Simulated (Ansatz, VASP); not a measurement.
# AlN: VASP beside Ansatz

```
Al N
1.0
     0.00000    2.03452    2.03452
     2.03452    0.00000    2.03452
     2.03452    2.03452    0.00000
Al N
1 1
Direct
  0.50000 0.50000 0.50000
  0.00000 0.00000 0.00000
```

Alike in both runs: task single point; functional HSE06; k mesh 6 × 6 × 6; occupations fermi-dirac, width 0.05 eV; no spin polarisation.

|  | VASP | Ansatz |
| --- | --- | --- |
| version | VASP 6.6.1 | Ansatz 0.2.0 |
| potentials or method | VASP PAW PBE potentials, release 64 (Al, N) | Ansatz PAW |
| plane-wave cutoff (eV) | 520 | 420 |
| valence electrons in the cell | 8 | 8 |

|  | VASP | Ansatz | Ansatz less VASP |
| --- | --- | --- | --- |
| gap on the k mesh at the Fermi level (eV) | 5.77 | 5.84 | +0.067 |
| least direct gap on the mesh (eV) | 6.90 | 6.91 | +0.007 |
| pressure (GPa) | -7.5 | -7.6 | -0.08 |

With one functional, cell and mesh, what is left measures potentials, basis and numerics.

The k mesh is coarse, so the values compare programs but aren't converged.
